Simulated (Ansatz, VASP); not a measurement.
La: VASP beside Ansatz

File INCAR:

```
PREC = Accurate ; ENCUT = 520
EDIFF = 1E-6 ; ISMEAR = -1
SIGMA = 0.05 ; LREAL = F
LASPH = T ; NELM = 150
ALGO = Normal ; ISIF = 2
LWAVE = F ; LCHARG = F
LMAXMIX = 6 ; LDAU = T
LDAUTYPE = 2 ; LDAUL = 3
LDAUU = 6 ; LDAUJ = 0
LDAUPRINT = 1 ; GGA = PS
NBANDS = 18
```

KPOINTS

```
regular mesh
0
Gamma
  8 8 5
```

Contents of POSCAR:

```
La
1.0
    3.7500000000      0.0000000000      0.0000000000
   -1.8750000000      3.2475952642      0.0000000000
    0.0000000000      0.0000000000      6.0700000000
La
2
Direct
    0.6666666667      0.3333333333      0.7500000000
    0.3333333333      0.6666666667      0.2500000000
```

The input input.yaml:

```yaml
crystal:
  lattice:
    - [3.75, 0.0, 0.0]
    - [-1.875, 3.2475952642, 0.0]
    - [0.0, 0.0, 6.07]
  atoms:
    - { symbol: La, position: [0.6666666667, 0.3333333333, 0.75] }
    - { symbol: La, position: [0.3333333333, 0.6666666667, 0.25] }
kpoints:
  mp_grid: { grid: [8, 8, 5] }
scf:
  occupations: { method: fermi_dirac, width: 0.05 }
hamiltonian:
  xc: pbesol
  pseudopotentials: { kind: all_electron, lapw: { basis_error: 0.001 } }
  hubbard:
    sites: [{ species: La, l: f, u_eff: 6 }]
    double_counting: fll
    projectors: ortho-atomic
output:
  forces: true
  stress: true
  eigenvalues: true
  dos: { projected: false, de: 0.2, e_range: [-14, 10] }
  hubbard: {}
```

Alike in both runs: functional PBEsol; k mesh 8 × 8 × 5; occupations fermi-dirac, width 0.05 eV; no spin polarisation; Hubbard terms La f U = 6.0 eV.

```csv
,VASP,Ansatz
version,VASP 6.6.1,Ansatz 0.2.0
potentials or method,"VASP PAW PBE potentials, release 64 (La), cutoff 520 eV","all-electron LAPW, scalar-relativistic"
task,single point,density of states
```

```csv
,VASP,Ansatz,Ansatz less VASP
gap on the k mesh at the Fermi level (eV),none,none,-
pressure (GPa),-0.1,0.3,+0.38
"traceless stress, the component that is largest in VASP (GPa)",0.12,0.21,+0.088
```

VASP's potentials were made for PBE, not for PBEsol. The programs project onto different local orbitals, so the same U acts differently, and such runs can settle in different states. A gap of «none» marks a metal or a gap that the smearing closes. Ansatz ran all-electron here, and VASP with PAW potentials.

Neither program's run includes spin-orbit coupling. Noted on Ansatz's run: U is the effective U less J, on atomic orbitals that reach past the spheres.
